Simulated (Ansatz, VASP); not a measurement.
One calculation of MoH3, two programs

```xyz
4
Lattice="2.9228 0.0000 0.0000 -1.4614 2.5312 0.0000 0.0000 0.0000 3.7847" Properties=species:S:1:pos:R:3 pbc="T T T"
H     0.0000    1.6875    2.9243
H     1.4614    0.8437    0.8604
H     0.0000    0.0000    1.8924
Mo    0.0000    0.0000    0.0000
```

Alike in both runs: functional PBE; k mesh 18 × 18 × 12; occupations gaussian, width 0.1 eV; no spin polarisation.

Ansatz relaxed the structure, and its values are those at the end. VASP's run is a single point on that final structure, the one shown.

```csv
,VASP,Ansatz
version,VASP 6.6.1,Ansatz 0.2.0
potentials or method,"VASP PAW PBE potentials, release 64 (H, Mo_sv), cutoff 520 eV","scalar-relativistic, plane waves, PAW"
valence electrons in the cell,17,17
```

|  | VASP | Ansatz | Ansatz less VASP |
| --- | --- | --- | --- |
| gap on the k mesh at the Fermi level (eV) | none | none | - |
| pressure (GPa) | 0.0 | 0.0 | -0.03 |

A gap of «none» marks a metal or a gap that the smearing closes. The functional is the same, so the differences come from potentials, cutoffs and numerics.
